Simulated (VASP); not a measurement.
Runs of VASP 6.6.1 on Au. The structure is that of space group Fm-3m (No. 225), or close to it. The cells are those of the table. 

```csv
task,cell,gap on the mesh (eV),pressure (GPa)
relaxation of cell and atoms,"relaxed to 60 GPa from a = 2.878 Å, angles 60.0°, 1 atom",none,60.0
relaxation of cell and atoms,"relaxed to 40 GPa from a = 2.878 Å, angles 60.0°, 1 atom",none,40.0
single point,"a = 2.890 Å, angles 60.0°, 1 atom",none,-0.3
relaxation of cell and atoms,"relaxed from a = 2.878 Å, angles 60.0°, 1 atom",none,0.0
single point,"a = 2.747 Å, angles 60.0°, 1 atom",none,39.6
single point,"a = 2.804 Å, angles 60.0°, 1 atom",none,19.7
relaxation of cell and atoms,"relaxed to 20 GPa from a = 2.878 Å, angles 60.0°, 1 atom",none,20.0
single point,"a = 2.704 Å, angles 60.0°, 1 atom",none,(a)
```

Alike in all rows: level PBEsol; potentials or basis VASP PAW PBE potentials, release 64 (Au); no spin polarisation; k mesh 10 × 10 × 10; cutoff (eV) 500; smearing gaussian 0.1 eV.

Question: Fill in the values left out.

Answer: (a) 59.7.

Caveats: the PAW data sets were made with another functional, which shifts forces and pressure a little; spin-orbit coupling is left out, which moves the levels of the heavy elements; the cell is relaxed towards a set pressure, so the enthalpy falls and the energy may rise (some runs).

A k mesh can miss the band edges, and the runs leave out spin-orbit coupling on Au.

A gap of «none» marks levels without a gap at the run's occupations.
